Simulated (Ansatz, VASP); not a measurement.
**Hg: VASP beside Ansatz**

The input INCAR:

```
PREC = Accurate
ENCUT = 520
EDIFF = 1E-8
ISMEAR = -1
SIGMA = 0.05
LREAL = F
LASPH = T
NELM = 60
ALGO = Normal
ISIF = 2
LWAVE = F
LCHARG = F
GGA = PE
LEFG = T
NBANDS = 12
```

The input KPOINTS:

```
Automatic mesh
0
Gamma
  12 12 12
```

The input POSCAR:

```
Hg
1.0
    3.0623543439      0.0000000000      0.0000000000
    0.0000000000      3.0623543439      0.0000000000
    0.0000000000      0.0000000000      3.0623543439
Hg
1
Direct
    0.0000000000      0.0000000000      0.0000000000
```

Input for Ansatz:

```yaml
crystal:
  lattice:
    - [3.0623543439, 0.0, 0.0]
    - [0.0, 3.0623543439, 0.0]
    - [0.0, 0.0, 3.0623543439]
  atoms:
    - { symbol: Hg, position: [0.0, 0.0, 0.0] }
kpoints:
  mp_grid: { grid: [12, 12, 12] }
scf:
  occupations: { method: fermi_dirac, width: 0.05 }
hamiltonian:
  xc: pbe
  pseudopotentials: { kind: paw }
output:
  forces: true
  stress: true
  eigenvalues: true
  efg: { contact_densities: true }
```

Change from the starting cell: volume scaled by 0.97, PAW files.

Alike in both runs: task electric field gradients; functional PBE; k mesh 12 × 12 × 12; occupations fermi-dirac, width 0.05 eV; no spin polarisation.

```csv
,VASP,Ansatz
version,VASP 6.6.1,Ansatz 0.2.0
potentials or method,"VASP PAW PBE potentials, release 64 (Hg)","PAW with Ansatz's default frozen-core files, scalar-relativistic"
plane-wave cutoff (eV),520,420
valence electrons in the cell,12,20
```

|  | VASP | Ansatz | Ansatz less VASP |
| --- | --- | --- | --- |
| pressure (GPa) | 0.7 | 0.5 | -0.21 |

With one functional, cell and mesh, what is left measures potentials, basis and numerics. VASP's potentials hold 12 valence electrons a cell and Ansatz's 20, so a difference there can come from the potentials and not from the codes.

Spin-orbit coupling is off throughout.
